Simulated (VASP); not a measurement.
# C (C2/m) in VASP: a series of runs, part 2 of 2

VASP 6.6.1. Earlier steps stand in the parts before.

## (4) Single point, PBE (atoms displaced along a vibrational mode)

The input, INCAR:

```
  PREC = Accurate
  ENCUT = 520
  EDIFF = 1E-6
  ISMEAR = 0
  SIGMA = 0.15
  LREAL = F
  LASPH = T
  NELM = 100
  ALGO = Normal
  ISIF = 2
  LWAVE = F
  LCHARG = T
  GGA = PE
  LELF = T
  LVHAR = T
  NBANDS = 16
```

The input, KPOINTS:

```
Automatic mesh
0
Gamma
  18 18 6
```

The input, POSCAR:

```
C
1.0
    1.2332770792     -2.1360444277      0.0000000000
    1.2332770792      2.1360444277      0.0000000000
    0.0000000000      0.0000000000      8.7070252276
C
4
Direct
    0.1233134959      0.8766865041      0.7895381209
    0.5433526123      0.4566473877      0.2104616664
    0.8766865041      0.1233134959      0.2104618791
    0.4566473877      0.5433526123      0.7895383336
```

The run is started by

```bash
cat potpaw_PBE.64/C/POTCAR > POTCAR
mpirun -np 1 vasp_std > vasp.out
```

It took 3.2 min on 1 thread of AMD EPYC 9R14 (Zen 4), shared host; peak memory 0.33 GiB.

The run converged. Its results:

| Item | Value |
| --- | --- |
| Free energy | -36.8958 eV |
| Pressure | 0.5 GPa |
| Largest force | 0.023 eV/Å |

Forces in eV/Å, atoms in the order of the input:
```
C    0.000  0.000 -0.023
C    0.000  0.001  0.017
C    0.000  0.000  0.023
C    0.000 -0.001 -0.017
```

Stress tensor (GPa, compression positive):
```
0.51 0.00 0.00
0.00 0.47 0.02
0.00 0.02 0.37
```

Caveat: the cell differs from its parent crystal (atoms displaced along a vibrational mode); this functional lacks dispersion, which binds the layers, so the pressure and a relaxed spacing across them are unreliable.

## (5) Single point, PBE

The input, INCAR:

```
SYSTEM = C
  PREC = Accurate
  ENCUT = 520
  EDIFF = 1E-7
  ISMEAR = 0
  SIGMA = 0.15
  LREAL = .False.
  LASPH = .True.
  NELM = 60
  ALGO = Normal
  ISIF = 2
  LWAVE = .False.
  LCHARG = .True.
  GGA = PE
  LELF = .True.
  LVHAR = .True.
  NBANDS = 16
```

The input, KPOINTS:

```
Automatic mesh
0
Gamma
  18 18 6
  0 0 0
```

The input, POSCAR:

```
C
1.0
    1.2332770792     -2.1360444277      0.0000000000
    1.2332770792      2.1360444277      0.0000000000
    0.0000000000      0.0000000000      8.7070252276
C
4
Direct
    0.1433036597      0.8566963403      0.7699217239
    0.5233623342      0.4766376658      0.2300779570
    0.8566963403      0.1433036597      0.2300782761
    0.4766376658      0.5233623342      0.7699220430
```

The run is started by

```bash
cat potpaw_PBE.64/C/POTCAR > POTCAR
mpirun -np 1 vasp_std > vasp.out
```

Run time: 8.3 min. Hardware: 1 thread of Intel Xeon 8259CL, shared host; peak memory 0.37 GiB.

The run converged. Its results:

* Free energy: -36.9036 eV
* Pressure: 0.4 GPa
* Largest force: 0.006 eV/Å

Forces in eV/Å, atoms in the order of the input:
```
C    0.000  0.000 -0.006
C    0.000  0.001  0.004
C    0.000  0.000  0.006
C    0.000 -0.001 -0.004
```

Stress tensor (GPa, compression positive):
```
0.53 0.00 0.00
0.00 0.54 0.01
0.00 0.01 0.02
```

Caveat: this functional lacks dispersion, which binds the layers, so the pressure and a relaxed spacing across them are unreliable.

## (6) Single point, PBE (atoms displaced along a vibrational mode)

The input, INCAR:

```
SYSTEM = C
  ALGO = Normal
  EDIFF = 1E-6
  ENCUT = 520
  GGA = PE
  ISIF = 2
  ISMEAR = 0
  LASPH = .True.
  LCHARG = .True.
  LELF = .True.
  LREAL = .False.
  LVHAR = .True.
  LWAVE = .False.
  NBANDS = 16
  NELM = 80
  PREC = Accurate
  SIGMA = 0.15
```

The input, KPOINTS:

```
k-points
0
Gamma
  18 18 6
  0 0 0
```

The input, POSCAR:

```
C
1.0
    1.2332770792     -2.1360444277      0.0000000000
    1.2332770792      2.1360444277      0.0000000000
    0.0000000000      0.0000000000      8.7070252276
C
4
Direct
    0.1033230466      0.8966769534      0.7110727990
    0.5633426048      0.4366573952      0.2889270946
    0.8966769534      0.1033230466      0.2889272010
    0.4366573952      0.5633426048      0.7110729054
```

Potentials or basis: VASP PAW PBE potentials, release 64 (C).

The run is started by

```bash
cat potpaw_PBE.64/C/POTCAR > POTCAR
mpirun -np 1 vasp_std > vasp.out
```

Run time: 6.2 min. Hardware: 1 thread of Intel Xeon 8259CL, shared host; peak memory 0.37 GiB.

It converged, with:

```
Free energy   : -36.8960 eV
Pressure      : 0.4 GPa
Largest force : 0.021 eV/Å
```

Forces on the atoms (eV/Å):
```
C    0.000  0.000  0.021
C    0.000  0.001 -0.019
C    0.000  0.000 -0.021
C    0.000 -0.001  0.019
```

Stress tensor (GPa, compression positive):
```
 0.51  0.00  0.00
 0.00  0.46 -0.01
 0.00 -0.01  0.34
```

Caveat: the cell differs from its parent crystal (atoms displaced along a vibrational mode); this functional lacks dispersion, which binds the layers, so the pressure and a relaxed spacing across them are unreliable.

## (7) Single point, PBE (atoms displaced along a vibrational mode)

The input, INCAR:

```
  PREC = Accurate
  ENCUT = 520
  EDIFF = 1E-6
  ISMEAR = 0
  SIGMA = 0.15
  LREAL = False
  LASPH = True
  NELM = 80
  ALGO = Normal
  ISIF = 2
  LWAVE = False
  LCHARG = False
  GGA = PE
  NBANDS = 16
```

The input, KPOINTS:

```
regular mesh
0
Gamma
  18 18 6
```

The input, POSCAR:

```
C
1.0
    1.2332770792     -2.1360444277      0.0000000000
    1.2332770792      2.1360444277      0.0000000000
    0.0000000000      0.0000000000      8.7070252276
C
4
Direct
    0.1033232750      0.8966767250      0.7895381740
    0.5633428332      0.4366571668      0.2104617196
    0.8966767250      0.1033232750      0.2104618260
    0.4366571668      0.5633428332      0.7895382804
```

The run is started by

```bash
cat potpaw_PBE.64/C/POTCAR > POTCAR
mpirun -np 1 vasp_std > vasp.out
```

Run time: 6.9 min. Hardware: 1 thread of Intel Xeon 8259CL, shared host; peak memory 0.37 GiB.

Results (log left out):

| Quantity | Value |
| --- | --- |
| Free energy | -36.8955 eV |
| Pressure | 0.5 GPa |
| Largest force | 0.022 eV/Å |

Forces on the atoms (eV/Å):
```
C    0.000  0.000 -0.022
C    0.000  0.001  0.019
C    0.000  0.000  0.022
C    0.000 -0.001 -0.019
```

Stress tensor (GPa, compression positive):
```
0.51 0.00 0.00
0.00 0.46 0.01
0.00 0.01 0.39
```

Caveat: the cell differs from its parent crystal (atoms displaced along a vibrational mode); this functional lacks dispersion, which binds the layers, so the pressure and a relaxed spacing across them are unreliable.

## (8) The runs side by side

```csv
cell,pressure (GPa),largest force (eV/Å)
"as given, atomic positions A",0.5,0.04
"as given, atomic positions B",0.4,0.01
"as given, atomic positions C",0.5,0.02
"as given, atomic positions D",0.4,0.01
"as given, atomic positions E",0.4,0.02
"as given, atomic positions F",0.5,0.02
```

Alike in all rows: task single point; level PBE; potentials or basis VASP PAW PBE potentials, release 64 (C); no spin polarisation; k mesh 18 × 18 × 6; cutoff (eV) 520; smearing gaussian 0.15 eV.

Caveats: this functional lacks dispersion, which binds the layers, so the pressure and a relaxed spacing across them are unreliable.

Absolute energies hang on the potentials; compare differences alone.
